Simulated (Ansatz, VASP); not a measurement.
# One calculation of CaSe, two programs

```
Ca Se
1.0
     0.00000    2.95600    2.95600
     2.95600    0.00000    2.95600
     2.95600    2.95600    0.00000
Ca Se
1 1
Direct
  0.00000 0.00000 0.00000
  0.50000 0.50000 0.50000
```

Alike in both runs: functional PBE; k mesh 8 × 8 × 8; occupations fermi-dirac, width 0.02 eV; no spin polarisation.

Ansatz relaxed the structure, and its values are those at the end. VASP's run is a single point on that final structure, the one shown.

|  | VASP | Ansatz |
| --- | --- | --- |
| version | VASP 6.6.1 | Ansatz 0.2.0 |
| potentials or method | VASP PAW PBE potentials, release 64 (Ca_sv, Se) | plane-wave PAW, scalar-relativistic |
| plane-wave cutoff (eV) | 520 | 420 |
| valence electrons in the cell | 16 | 26 |

Ansatz gave:

```
gap on the k mesh at the Fermi level (eV) : 2.03
pressure (GPa)                            : 1.2
```

Estimate VASP's values.

gap on the k mesh at the Fermi level (eV): 2.02; pressure (GPa): 1.3.

VASP's potentials hold 16 valence electrons a cell and Ansatz's 26, so a difference there can come from the potentials and not from the codes. Ansatz's warnings: stress scf threshold loose.
